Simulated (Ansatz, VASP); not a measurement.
## Two plane-wave programs on Al3Cu

Contents of POSCAR:

```
Al3Cu
1.0
    2.7737808638      0.0000000000      0.0000000000
    0.0000000000      2.7737808638      0.0000000000
    0.0000000000      0.0000000000      7.5918631133
Al Cu
3 1
Direct
    0.0000000000      0.0000000000      0.4934140014
    0.5000000000      0.5000000000      0.2160570020
    0.5000000000      0.5000000000      0.7707710008
    0.0000000000      0.0000000000      0.0000000000
```

INCAR.step1

```
SYSTEM = Al3Cu
ALGO     = Normal         ! electronic algorithm
EDIFF    = 1E-4           ! SCF threshold, eV
ENCUT    = 520            ! plane-wave cutoff, eV
GGA      = PE             ! functional
ISMEAR   = 0              ! smearing method
LASPH    = .TRUE.         ! aspherical terms in the spheres
LCHARG   = .FALSE.        ! write CHGCAR
LREAL    = .FALSE.        ! projectors in reciprocal space
LWAVE    = .TRUE.         ! write WAVECAR
NBANDS   = 18             ! bands
NELM     = 60             ! most SCF steps
PREC     = Accurate       ! precision mode
SIGMA    = 0.15           ! smearing width, eV
```

The input INCAR.step2:

```
SYSTEM = Al3Cu
ALGO     = Normal         ! electronic algorithm
EDIFF    = 1E-6           ! SCF threshold, eV
ENCUT    = 520            ! plane-wave cutoff, eV
ISIF     = 2              ! what is computed and relaxed
ISMEAR   = 0              ! smearing method
ISTART   = 1            
LASPH    = .TRUE.         ! aspherical terms in the spheres
LCHARG   = .TRUE.         ! write CHGCAR
LELF     = .TRUE.         ! ELF
LMIXTAU  = .TRUE.       
LREAL    = .FALSE.        ! projectors in reciprocal space
LVHAR    = .TRUE.       
LWAVE    = .FALSE.        ! write WAVECAR
METAGGA  = R2SCAN         ! meta-GGA
NBANDS   = 18             ! bands
NELM     = 60             ! most SCF steps
PREC     = Accurate       ! precision mode
SIGMA    = 0.15           ! smearing width, eV
```

Contents of KPOINTS:

```
k-points
0
G
  18 18 6
  0 0 0
```

Input for Ansatz:

```yaml
crystal:
  lattice:
    - [2.7737808638, 0.0, 0.0]
    - [0.0, 2.7737808638, 0.0]
    - [0.0, 0.0, 7.5918631133]
  atoms:
    - { symbol: Al, position: [0.0, 0.0, 0.4934140014] }
    - { symbol: Al, position: [0.5, 0.5, 0.216057002] }
    - { symbol: Al, position: [0.5, 0.5, 0.7707710008] }
    - { symbol: Cu, position: [0.0, 0.0, 0.0] }
basis:
  ecutwfc: 500
kpoints:
  mp_grid: { grid: [18, 18, 6] }
hamiltonian:
  xc: r2scan
scf:
  occupations: { method: gaussian, width: 0.15 }
output:
  forces: true
  stress: true
  eigenvalues: true
```

Change from the starting cell: all Al atoms moved +0.050 Å, as atom 1 towards its neighbour atom 4 (Cu) at 3.796 Å.

Alike in both runs: task single point; functional r2SCAN; k mesh 18 × 18 × 6; occupations gaussian, width 0.15 eV; no spin polarisation.

|  | VASP | Ansatz |
| --- | --- | --- |
| version | VASP 6.6.1 | Ansatz 0.2.0 |
| potentials or method | VASP PAW PBE potentials, release 64 (Al, Cu), cutoff 520 eV | scalar-relativistic, plane waves, PAW |
| valence electrons in the cell | 20 | 28 |

|  | VASP | Ansatz | Ansatz less VASP |
| --- | --- | --- | --- |
| gap on the k mesh at the Fermi level (eV) | none | none | - |
| pressure (GPa) | -0.1 | 0.1 | +0.19 |
| traceless stress, the component that is largest in VASP (GPa) | -0.06 | -0.06 | +0.001 |
| rms of the force components (eV/Å) | 0.113 | 0.111 | -0.0017 |

VASP's potentials were made for PBE, not for r2SCAN. Atom by atom the forces differ by 0.007 eV/Å (rms over components). A gap of «none» marks a metal or a gap that the smearing closes. VASP's potentials hold 20 valence electrons a cell and Ansatz's 28, so a difference there can come from the potentials and not from the codes.
